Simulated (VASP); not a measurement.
A run of VASP 6.6.1 is set up as follows.

Contents of INCAR:

```
SYSTEM = ZnS
AGGAC = 1.0 ; AGGAX = 1.0
ALDAC = 0.0 ; ALDAX = 1.0
ALGO = Normal ; EDIFF = 1E-6
ENCUT = 520 ; GGA = B5
ISIF = 2 ; ISMEAR = -1
IVDW = 12 ; LASPH = .True.
LCHARG = .False. ; LREAL = .False.
LWAVE = .False. ; NBANDS = 16
NELM = 80 ; PREC = Accurate
SIGMA = 0.05 ; VDW_A1 = 0.4298
VDW_A2 = 4.2359 ; VDW_S6 = 1.0
VDW_S8 = 2.6996
```

The input KPOINTS:

```
k-points
0
Gamma
  9 9 9
  0 0 0
```

Contents of POSCAR:

```
ZnS
1.0
    0.0000000000      2.6920897773      2.6920897773
    2.6920897773      0.0000000000      2.6920897773
    2.6920897773      2.6920897773      0.0000000000
Zn S
1 1
Direct
    0.7500000000      0.7500000000      0.7500000000
    0.0000000000      0.0000000000      0.0000000000
```

Potentials or basis: VASP PAW PBE potentials, release 64 (Zn, S).

Launch:

```bash
$ cat potpaw_PBE.64/Zn/POTCAR potpaw_PBE.64/S/POTCAR > POTCAR
$ mpirun -np 1 vasp_std > vasp.out
```

Q: Estimate the band gap on the k mesh.

A: 2.18 eV, direct.

Q: Predict the pressure.

A: 0.1 GPa.

Q: Estimate the dispersion energy per atom.

A: -0.675 eV.

Caveat: the PAW data sets were made with another functional, which shifts forces and pressure a little.

**Experimental background.**

“Electronic, vibrational, and thermodynamic properties of ZnS (zincblende and rocksalt structure)”, 2009, arxiv:0911.5022 quotes, for a bulk crystal of ZnS at 19 K: band gap 3.85 eV (direct).

Against the measured gap of ZnS, 3.85 eV (direct; 19 K; quoted in “Electronic, vibrational, and thermodynamic properties of ZnS (zincblende and rocksalt structure)”, 2009, arxiv:0911.5022), the calculated 2.18 eV is off by -1.67 eV. The value is that of BLYP+D3(BJ), without temperature or zero-point motion. Semilocal functionals fall short of measured gaps as a rule.
